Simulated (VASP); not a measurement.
Input of a VASP 6.6.1 run:

File INCAR:

```
PREC     = Accurate       # precision mode
ENCUT    = 520            # plane-wave cutoff, eV
EDIFF    = 1E-6           # SCF threshold, eV
ISMEAR   = 0              # smearing method
SIGMA    = 0.15           # smearing width, eV
LREAL    = False          # projectors in reciprocal space
LASPH    = True           # aspherical terms in the spheres
NELM     = 100            # most SCF steps
ALGO     = Normal         # electronic algorithm
ISIF     = 2              # what is computed and relaxed
LWAVE    = False          # write WAVECAR
LCHARG   = False          # write CHGCAR
GGA      = CA             # functional
NBANDS   = 15             # bands
```

File KPOINTS:

```
regular mesh
0
Gamma
  18 18 18
```

POSCAR

```
TaN
1.0
    0.0000000000      2.1162163817      2.1742693740
    2.1162163817      0.0000000000      2.1742693740
    2.1162163817      2.1162163817      0.0000000000
Ta N
1 1
Direct
    0.4956387160      0.5043612840      0.5043612840
    0.0563407651     -0.0563407651     -0.0563407651
```

Potentials or basis: VASP PAW LDA potentials, release 64 (Ta_pv, N).

Launch:

```sh
$ cat potpaw_LDA.64/Ta_pv/POTCAR potpaw_LDA.64/N/POTCAR > POTCAR
$ mpirun -np 1 vasp_std > vasp.out
```

Question: Estimate the pressure.

Answer: 42.8 GPa.

Question: What does it give for the largest force?

Answer: 4.802 eV/Å.

Question: Predict the band gap on the k mesh.

Answer: Zero (bands 8 and 9 overlap by 3.43 eV).

Stress tensor (GPa, compression positive):
```
82.71  0.00  0.00
 0.00 33.52  0.00
 0.00  0.00 12.11
```

Caveat: the cell differs from its parent crystal (atoms displaced along a vibrational mode, the cell strained); the cell stands under pressure; spin-orbit coupling is left out, which moves the levels of the heavy elements; forces of over 1 eV/Å act on the atoms, so gaps and moduli don't describe the material at rest.
